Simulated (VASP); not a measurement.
Set up this calculation in VASP 6.6.1, as the native input.

* Task: relaxation of cell and atoms
* Functional: PBE
* Potentials or basis: VASP PAW PBE potentials, release 64 (In_d, Sb, As)
* Cutoff: 600 eV
* k mesh: 4 × 4 × 2
* Occupations: gaussian, width 0.1 eV
* Spin: no spin polarisation
* Dipole correction: no
* Further INCAR settings: ALGO = Normal; EDIFF = 1e-06; IBRION = 2; EDIFFG = -0.04; NSW = 90; ISIF = 3

The structure of In4SbAs3 lies in POSCAR:

```
In4SbAs3
1.0
    4.1607814100      0.0000000000      0.0000000000
    0.0000000000      4.1607814100      0.0000000000
    0.0000000000      0.0000000000     11.7684669900
In Sb As
4 1 3
Direct
    0.5000000000      0.0000000000      0.8750000000
    0.0000000000      0.5000000000      0.1250000000
    0.5000000000      0.0000000000      0.3750000000
    0.0000000000      0.5000000000      0.6250000000
    0.5000000000      0.5000000000      0.5000000000
    0.0000000000      0.0000000000      0.2500000000
    0.0000000000      0.0000000000      0.7500000000
    0.5000000000      0.5000000000      0.0000000000
```

These files were run (other wordings do the same):

INCAR

```
ALGO = Normal ; EDIFF = 1E-6
EDIFFG = -0.04 ; ENCUT = 600
GGA = PE ; IBRION = 2
ISIF = 3 ; ISMEAR = 0
LASPH = True ; LCHARG = False
LREAL = False ; LWAVE = False
NELM = 60 ; NSW = 90
PREC = Accurate ; SIGMA = 0.1
```

KPOINTS

```
k-points
0
Gamma
  4 4 2
```

Potentials or basis: VASP PAW PBE potentials, release 64 (In_d, Sb, As).

Run with:

```bash
$ cat potpaw_PBE.64/In_d/POTCAR potpaw_PBE.64/Sb/POTCAR potpaw_PBE.64/As/POTCAR > POTCAR
$ mpirun -np 1 vasp_std > vasp.out
```

It gave:

The relaxed volume is 31.42 Å³/atom, the relaxed cell is a = 4.495 Å, b = 4.495 Å, c = 12.440 Å, α = 90.00°, β = 90.00°, γ = 90.00° and the space group after relaxing (to 0.1 Å) is P-4m2 (No. 115). The energy gained by relaxing is 270.9 meV/atom, the ionic steps are 9 and the pressure after relaxing is -0.1 GPa. The largest force after relaxing is 0.018 eV/Å and the band gap on the k mesh is 0.01 eV.

Caveat: the volume moved by over 15 % at a fixed basis, so the end points are rough; the smearing spreads over this small gap; semilocal functionals underestimate gaps, and a narrow one can read as zero; spin-orbit coupling is left out, which moves the levels of the heavy elements.

Wall time 28 min on 1 thread of Intel Xeon 8259CL, on a shared host, peak memory 0.44 GiB.
